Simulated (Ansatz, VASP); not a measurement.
# Ta4Rh in VASP and in Ansatz

```
Ta Rh
1.0
     2.92536    0.00000    0.00000
    -1.46268    2.53344    0.00000
     0.00000    0.00000   11.92481
Ta Rh
4 1
Direct
  0.33333 0.66667 0.81537
  0.33333 0.66667 0.39478
  0.66667 0.33333 0.18463
  0.66667 0.33333 0.60522
  0.00000 0.00000 0.00000
```

Change from the starting cell: species swapped into the Co4H type (P-3m1, No. 164).

Alike in both runs: functional PBE; k mesh 6 × 6 × 2; occupations gaussian, width 0.1 eV; no spin polarisation.

Ansatz relaxed the structure, and its values are those at the end. VASP's run is a single point on that final structure, the one shown.

|  | VASP | Ansatz |
| --- | --- | --- |
| version | VASP 6.6.1 | Ansatz 0.2.0 |
| potentials or method | VASP PAW PBE potentials, release 64 (Ta_pv, Rh_pv), cutoff 520 eV | scalar-relativistic, plane waves, PAW |
| valence electrons in the cell | 59 | 69 |

VASP gave:

```
gap on the k mesh at the Fermi level (eV) : none
pressure (GPa)                            : 0.0
rms of the force components (eV/Å)        : 0.007
```

**Question.** Which values does Ansatz return?

**Answer.** gap on the k mesh at the Fermi level (eV): none; pressure (GPa): 0.0; rms of the force components (eV/Å): 0.003.

A gap of «none» marks a metal or a gap that the smearing closes. With one functional, cell and mesh, what is left measures potentials, basis and numerics. VASP's potentials hold 59 valence electrons a cell and Ansatz's 69, so a difference there can come from the potentials and not from the codes.

The k mesh is coarse, so the values compare programs but aren't converged. Spin-orbit coupling is off throughout.
